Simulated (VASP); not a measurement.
**Ba: single point with PBEsol**

Crystal: Ba.

```
Ba
1.0
     0.00000    3.70466    3.70466
     3.70466    0.00000    3.70466
     3.70466    3.70466    0.00000
Ba
2
Direct
  0.87500 0.87500 0.87500
  0.12500 0.12500 0.12500
```

This isn't the form of Ba at room conditions, which is bcc.

```yaml
Program: VASP 6.6.1
Task: single point
Functional: PBEsol
Potentials_or_basis: VASP PAW PBE potentials, release 64 (Ba_sv)
Cutoff: 520 eV
k_mesh: 9 × 9 × 9
Occupations: fermi-dirac, width 0.05 eV
Spin: no spin polarisation
```

* Pressure: 0.7 GPa
* Band gap on the k mesh: zero (bands 10 and 11 overlap by 0.24 eV)

Levels at points of the mesh, in eV from the Fermi level:
| k point | band 6 | band 7 | band 8 | band 9 | band 10 | band 11 | band 12 | band 13 | band 14 | band 15 |
| --- | --- | --- | --- | --- | --- | --- | --- | --- | --- | --- |
| (0.00, 0.00, 0.00) | -13.45 | -13.45 | -13.45 | -2.05 | 0.14 | 0.14 | 1.50 | 1.50 | 1.50 | 3.37 |

It took 55 s on 1 thread of Intel(R) Xeon(R) Platinum 8259CL CPU @ 2.50GHz (Skylake/Cascade Lake), on a shared host, peak memory 0.25 GiB.

Caveat: the PAW data sets were made with another functional, which shifts forces and pressure a little; spin-orbit coupling is left out, which moves the levels of the heavy elements.
